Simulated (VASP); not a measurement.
# AlN (Amm2) in VASP: a series of runs, part 2 of 2

VASP 6.6.1.

## 3. Single point, PBEsol

INCAR

```
SYSTEM = AlN
PREC = Accurate
ENCUT = 520
EDIFF = 1E-6
ISMEAR = 0
SIGMA = 0.05
LREAL = .FALSE.
LASPH = .TRUE.
NELM = 80
ALGO = Normal
ISIF = 2
LWAVE = .FALSE.
LCHARG = .FALSE.
GGA = PS
NBANDS = 16
```

KPOINTS

```
regular mesh
0
G
  12 12 6
  0 0 0
```

POSCAR

```
AlN
1.0
    3.3121157418      0.0000000000      0.0000000000
   -1.6560578709      2.8683763727      0.0000000000
    0.0000000000      0.0000000000      4.1875630000
Al N
2 2
Direct
    0.3071861371      0.6535930685      0.7500000000
    0.6405194704      0.3202597352      0.2500000000
    0.3333333333      0.6666666667      0.2500000000
    0.6666666667      0.3333333333      0.7500000000
```

Potentials or basis: VASP PAW PBE potentials, release 64 (Al, N).

Started as:

```
cat potpaw_PBE.64/Al/POTCAR potpaw_PBE.64/N/POTCAR > POTCAR
mpirun -np 1 vasp_std > vasp.out
```

It took 43 s on 1 thread of AMD EPYC 9R45 (Zen 5), shared host; peak memory 0.19 GiB.

Results (log left out):

```
Free energy            : -30.8528 eV
Pressure               : -2.7 GPa
Largest force          : 1.290 eV/Å
Band gap on the k mesh : 3.18 eV
```

Forces on the atoms (eV/Å):
```
Al   1.109  0.640  0.000
Al   0.865  0.500  0.000
N   -0.857 -0.495  0.000
N   -1.117 -0.645  0.000
```

Stress tensor (GPa, compression positive):
```
-1.66  0.50  0.00
 0.50 -2.24  0.00
 0.00  0.00 -4.32
```

Levels at points of the mesh, in eV from the valence-band top:
```csv
k point,band 5,band 6,band 7,band 8,band 9,band 10,band 11,band 12
"(0.00, 0.00, 0.00)",-3.29,-1.60,-1.60,0.00,3.18,4.32,8.13,8.14
"(0.50, 0.00, 0.00)",-4.51,-4.33,-2.92,-1.45,3.76,7.03,7.05,9.07
"(0.00, 0.50, 0.00)",-4.48,-4.32,-2.91,-1.45,3.74,6.99,7.00,9.14
"(0.00, 0.00, 0.50)",-2.66,-2.63,-2.32,-2.30,5.56,5.56,8.15,8.15
"(0.50, 0.00, 0.50)",-3.41,-3.12,-1.76,-1.75,4.92,4.97,9.16,9.18
"(0.00, 0.50, 0.50)",-3.33,-3.19,-1.76,-1.75,4.93,4.95,9.16,9.17
```

Caveat: the cell differs from its parent crystal (all Al atoms moved +0.075 Å, as atom 1 towards its neighbour atom 4 (N) at 1.912 Å); the PAW data sets were made with another functional, which shifts forces and pressure a little. A k mesh can miss the band edges.

## 4. Single point, PBEsol

INCAR

```
  ALGO = Normal
  EDIFF = 1E-6
  ENCUT = 520
  GGA = PS
  ISIF = 2
  ISMEAR = 0
  LASPH = True
  LCHARG = False
  LREAL = False
  LWAVE = False
  NBANDS = 16
  NELM = 80
  PREC = Accurate
  SIGMA = 0.05
```

KPOINTS

```
k-points
0
Gamma
  12 12 6
```

Changes to POSCAR since step 3:

```diff
@@ -8,4 +8,4 @@
 Direct
-    0.3071861371      0.6535930685      0.7500000000
-    0.6405194704      0.3202597352      0.2500000000
+    0.3507647975      0.6753823988      0.7500000000
+    0.6840981308      0.3420490654      0.2500000000
     0.3333333333      0.6666666667      0.2500000000
```

Started as:

```
cat potpaw_PBE.64/Al/POTCAR potpaw_PBE.64/N/POTCAR > POTCAR
mpirun -np 1 vasp_std > vasp.out
```

Run time: 49 s. Hardware: 1 thread of AMD EPYC 9R45 (Zen 5), shared host; peak memory 0.19 GiB.

The run converged. Its results:

```yaml
Free_energy: -30.9001 eV
Pressure: -3.2 GPa
Largest_force: 0.821 eV/Å
Band_gap_on_the_k_mesh: 3.18 eV
```

Forces in eV/Å, atoms in the order of the input:
```
Al  -0.600 -0.346  0.000
Al  -0.707 -0.408  0.000
N    0.711  0.410  0.000
N    0.596  0.344  0.000
```

Stress tensor (GPa, compression positive):
```
-2.51  0.22  0.00
 0.22 -2.77  0.00
 0.00  0.00 -4.19
```

Levels at points of the mesh, in eV from the valence-band top:
```tsv
k point	band 5	band 6	band 7	band 8	band 9	band 10	band 11	band 12
(0.00, 0.00, 0.00)	-3.28	-1.61	-1.61	0.00	3.18	4.33	8.13	8.14
(0.50, 0.00, 0.00)	-4.51	-4.33	-2.92	-1.46	3.76	7.02	7.05	9.07
(0.00, 0.50, 0.00)	-4.49	-4.33	-2.91	-1.46	3.75	7.01	7.03	9.10
(0.00, 0.00, 0.50)	-2.60	-2.59	-2.37	-2.37	5.56	5.56	8.21	8.21
(0.50, 0.00, 0.50)	-3.36	-3.17	-1.76	-1.75	4.93	4.97	9.16	9.18
(0.00, 0.50, 0.50)	-3.31	-3.21	-1.76	-1.75	4.94	4.96	9.16	9.17
```

Caveat: the cell differs from its parent crystal (all Al atoms moved -0.050 Å, as atom 1 towards its neighbour atom 4 (N) at 1.912 Å); the cell stands under tension; the PAW data sets were made with another functional, which shifts forces and pressure a little. A k mesh can miss the band edges.

## 5. Single point, PBEsol

INCAR

```
SYSTEM = AlN
ALGO = Normal
EDIFF = 1E-6
ENCUT = 520
GGA = PS
ISIF = 2
ISMEAR = 0
LASPH = .True.
LCHARG = .True.
LELF = .True.
LREAL = .False.
LVHAR = .True.
LWAVE = .False.
NBANDS = 16
NELM = 80
PREC = Accurate
SIGMA = 0.05
```

KPOINTS

```
k-points
0
Gamma
  12 12 6
  0 0 0
```

Changes to POSCAR since step 4:

```diff
@@ -8,4 +8,4 @@
 Direct
-    0.3507647975      0.6753823988      0.7500000000
-    0.6840981308      0.3420490654      0.2500000000
+    0.3246176012      0.6623088006      0.7500000000
+    0.6579509346      0.3289754673      0.2500000000
     0.3333333333      0.6666666667      0.2500000000
```

Started as:

```
cat potpaw_PBE.64/Al/POTCAR potpaw_PBE.64/N/POTCAR > POTCAR
mpirun -np 1 vasp_std > vasp.out
```

It took 48 s on 1 thread of AMD EPYC 9R45 (Zen 5), shared host; peak memory 0.19 GiB.

Results (log left out):

| Item | Value |
| --- | --- |
| Free energy | -30.9284 eV |
| Pressure | -3.4 GPa |
| Largest force | 0.392 eV/Å |
| Band gap on the k mesh | 3.19 eV |

Forces on the atoms (eV/Å):
```
Al   0.339  0.195  0.000
Al   0.312  0.180  0.000
N   -0.311 -0.180  0.000
N   -0.339 -0.196  0.000
```

Stress tensor (GPa, compression positive):
```
-3.05  0.06  0.00
 0.06 -3.11  0.00
 0.00  0.00 -4.13
```

Levels at points of the mesh, in eV from the valence-band top:
| k point | band 5 | band 6 | band 7 | band 8 | band 9 | band 10 | band 11 | band 12 |
| --- | --- | --- | --- | --- | --- | --- | --- | --- |
| (0.00, 0.00, 0.00) | -3.28 | -1.61 | -1.61 | 0.00 | 3.19 | 4.34 | 8.13 | 8.13 |
| (0.50, 0.00, 0.00) | -4.50 | -4.33 | -2.92 | -1.46 | 3.76 | 7.02 | 7.05 | 9.07 |
| (0.00, 0.50, 0.00) | -4.50 | -4.33 | -2.92 | -1.46 | 3.75 | 7.02 | 7.05 | 9.08 |
| (0.00, 0.00, 0.50) | -2.55 | -2.54 | -2.43 | -2.43 | 5.57 | 5.57 | 8.26 | 8.26 |
| (0.50, 0.00, 0.50) | -3.31 | -3.21 | -1.76 | -1.76 | 4.94 | 4.96 | 9.16 | 9.17 |
| (0.00, 0.50, 0.50) | -3.29 | -3.24 | -1.76 | -1.76 | 4.95 | 4.95 | 9.16 | 9.17 |

Caveat: the cell differs from its parent crystal (all Al atoms moved +0.025 Å, as atom 1 towards its neighbour atom 4 (N) at 1.912 Å); the cell stands under tension; the PAW data sets were made with another functional, which shifts forces and pressure a little. A k mesh can miss the band edges.

## 6. Single point, PBEsol

INCAR

```
SYSTEM = AlN
PREC     = Accurate       ! precision mode
ENCUT    = 520            ! plane-wave cutoff, eV
EDIFF    = 1E-6           ! SCF threshold, eV
ISMEAR   = 0              ! smearing method
SIGMA    = 0.05           ! smearing width, eV
LREAL    = .FALSE.        ! projectors in reciprocal space
LASPH    = .TRUE.         ! aspherical terms in the spheres
NELM     = 60             ! most SCF steps
ALGO     = Normal         ! electronic algorithm
ISIF     = 2              ! what is computed and relaxed
LWAVE    = .FALSE.        ! write WAVECAR
LCHARG   = .FALSE.        ! write CHGCAR
GGA      = PS             ! functional
NBANDS   = 16             ! bands
```

KPOINTS

```
regular mesh
0
G
  12 12 6
  0 0 0
```

Changes to POSCAR since step 5:

```diff
@@ -8,4 +8,4 @@
 Direct
-    0.3246176012      0.6623088006      0.7500000000
-    0.6579509346      0.3289754673      0.2500000000
+    0.3028282710      0.6514141355      0.7500000000
+    0.6361616043      0.3180808022      0.2500000000
     0.3333333333      0.6666666667      0.2500000000
```

Potentials or basis: VASP PAW PBE potentials, release 64 (Al, N).

Started as:

```
cat potpaw_PBE.64/Al/POTCAR potpaw_PBE.64/N/POTCAR > POTCAR
mpirun -np 1 vasp_std > vasp.out
```

OUTCAR:

```text
SYSTEM = AlN
   PREC = Accurate
   ENCUT = 520
   EDIFF = 1E-6
   ISMEAR = 0
   LREAL = .FALSE.
   LASPH = .TRUE.
   NELM = 60
   ISIF = 2
   GGA = PS

 ion  position               nearest neighbor table
   1  0.303  0.651  0.750-   4 1.82   4 1.96   4 1.96   3 2.10   3 2.10   2 2.84   2 2.84   2 2.84
                             2 2.84   2 2.84   2 2.84
   2  0.636  0.318  0.250-   3 1.87   3 1.87   3 2.00   4 2.10   4 2.10   1 2.84   1 2.84   1 2.84
                             1 2.84   1 2.84   1 2.84
   3  0.333  0.667  0.250-   2 1.87   2 1.87   2 2.00   1 2.10   1 2.10
   4  0.667  0.333  0.750-   1 1.82   1 1.96   1 1.96   2 2.10   2 2.10

[... 661 lines left out ...]
  -------------------------------------------------------------------------------------
  Total       -0.2645649     -0.4620883     -1.0849754      0.1710603     -0.0000000      0.0000000
  in kB      -10.6546658    -18.6094071    -43.6945719      6.8890081     -0.0000000      0.0000000
  external PRESSURE =     -24.3195483 kB  Pullay stress =       0.0000000 kB

 VOLUME and BASIS-vectors are now :
 -----------------------------------------------------------------------------
  energy-cutoff  :      520.00
  volume of cell :       39.78
      direct lattice vectors                 reciprocal lattice vectors
     3.312115742  0.000000000  0.000000000     0.301921816  0.174314642  0.000000000
    -1.656057871  2.868376373  0.000000000     0.000000000  0.348629284  0.000000000
     0.000000000  0.000000000  4.187563000     0.000000000  0.000000000  0.238802377

 POSITION                                       TOTAL-FORCE (eV/Angst)
 -----------------------------------------------------------------------------------
     -0.07578      1.86850      3.14067         1.323704      0.764241      0.000000
      1.58028      0.91238      1.04689         0.990706      0.571984      0.000000
     -0.00000      1.91225      1.04689        -0.979935     -0.565766      0.000000
      1.65606      0.95613      3.14067        -1.334475     -0.770459      0.000000
 -----------------------------------------------------------------------------------
    total drift:                                0.000282      0.000163      0.000000

  FREE ENERGIE OF THE ION-ELECTRON SYSTEM (eV)
  ---------------------------------------------------
  free  energy   TOTEN  =       -30.8218828305 eV

  energy  without entropy=      -30.8218828305  energy(sigma->0) =      -30.82188283
```

OSZICAR:

```text
N       E                     dE             d eps       ncg     rms          rms(c)
DAV:   1     0.399461129402E+02    0.39946E+02   -0.72905E+03  5504   0.898E+02
DAV:   2    -0.317054434612E+02   -0.71652E+02   -0.65250E+02  8104   0.188E+02
DAV:   3    -0.350517728006E+02   -0.33463E+01   -0.33341E+01  6584   0.414E+01
DAV:   4    -0.350718200184E+02   -0.20047E-01   -0.20044E-01  6864   0.361E+00
DAV:   5    -0.350720826702E+02   -0.26265E-03   -0.26265E-03  6480   0.418E-01    0.113E+01
DAV:   6    -0.308958692585E+02    0.41762E+01   -0.82212E+00  7040   0.214E+01    0.395E+00
DAV:   7    -0.308643281556E+02    0.31541E-01   -0.65080E-01  6104   0.558E+00    0.281E+00
DAV:   8    -0.308291588336E+02    0.35169E-01   -0.98012E-02  5888   0.255E+00    0.828E-01
DAV:   9    -0.308216035196E+02    0.75553E-02   -0.17971E-02  7272   0.105E+00    0.270E-01
DAV:  10    -0.308219628979E+02   -0.35938E-03   -0.19426E-03  6240   0.304E-01    0.153E-01
DAV:  11    -0.308218827927E+02    0.80105E-04   -0.12380E-04  6832   0.871E-02    0.327E-02
DAV:  12    -0.308218828305E+02   -0.37861E-07   -0.59095E-06  6440   0.194E-02
   1 F= -.30821883E+02 E0= -.30821883E+02  d E =-.530640E-16
```

Run time: 49 s. Hardware: 1 thread of AMD EPYC 9R45 (Zen 5), shared host; peak memory 0.19 GiB.

Results:

```
Free energy            : -30.8219 eV
Pressure               : -2.4 GPa
Largest force          : 1.541 eV/Å
Band gap on the k mesh : 3.17 eV
```

Forces in eV/Å, atoms in the order of the input:
```
Al   1.324  0.764  0.000
Al   0.991  0.572  0.000
N   -0.980 -0.566  0.000
N   -1.334 -0.770  0.000
```

Caveat: the cell differs from its parent crystal (all Al atoms moved +0.087 Å, as atom 1 towards its neighbour atom 4 (N) at 1.912 Å); the PAW data sets were made with another functional, which shifts forces and pressure a little.

## 7. Summary

```csv
cell,gap on the mesh (eV),pressure (GPa),largest force (eV/Å)
"as given, atomic positions A",3.17,-2.1,1.80
"as given, atomic positions B",3.18,-2.7,1.29
"as given, atomic positions C",3.18,-3.2,0.82
"as given, atomic positions D",3.19,-3.4,0.39
"as given, atomic positions E",3.17,-2.4,1.54
```

Alike in all rows: task single point; level PBEsol; potentials or basis VASP PAW PBE potentials, release 64 (Al, N); no spin polarisation; k mesh 12 × 12 × 6; cutoff (eV) 520; smearing gaussian 0.05 eV.

Caveats: the PAW data sets were made with another functional, which shifts forces and pressure a little; the cell stands under tension (at least some runs).

Absolute energies hang on the potentials; compare differences alone.
